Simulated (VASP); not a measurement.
Here is a VASP 6.6.1 calculation.

The input INCAR:

```
PREC = Accurate
ENCUT = 520
EDIFF = 1E-6
ISMEAR = 0
SIGMA = 0.1
LREAL = F
LASPH = T
NELM = 150
ALGO = Normal
ISIF = 2
LWAVE = F
LCHARG = T
ISPIN = 2
MAGMOM = 0 0.22 0 0 0
LORBIT = 11
LMAXMIX = 4
GGA = PS
LELF = T
LVHAR = T
NBANDS = 32
```

KPOINTS

```
regular mesh
0
Gamma
  10 10 10
```

POSCAR

```
SrVO3
1.0
    3.7325372903      0.0000000000      0.0000000000
    0.0000000000      3.7325372903      0.0000000000
    0.0000000000      0.0000000000      3.7325372903
Sr V O
1 1 3
Direct
    0.5000000000      0.5000000000      0.5000000000
    0.0000000000      0.0000000000      0.0000000000
    0.5000000000      0.0000000000      0.0000000000
    0.0000000000      0.5000000000      0.0000000000
    0.0000000000      0.0000000000      0.5000000000
```

Potentials or basis: VASP PAW PBE potentials, release 64 (Sr_sv, V_sv, O).

Command:

```sh
$ cat potpaw_PBE.64/Sr_sv/POTCAR potpaw_PBE.64/V_sv/POTCAR potpaw_PBE.64/O/POTCAR > POTCAR
$ mpirun -np 1 vasp_std > vasp.out
```

**Question.** What does it give for the site moments?

**Answer.** Sr +0.00; V +0.21; O +0.00 μB.

**Question.** Estimate the pressure.

**Answer.** 15.3 GPa.

**Question.** Predict the net moment.

**Answer.** 0.23 μB per cell.

Caveat: the cell stands under pressure; a moment this small can come from the mesh or the smearing; the PAW data sets were made with another functional, which shifts forces and pressure a little.
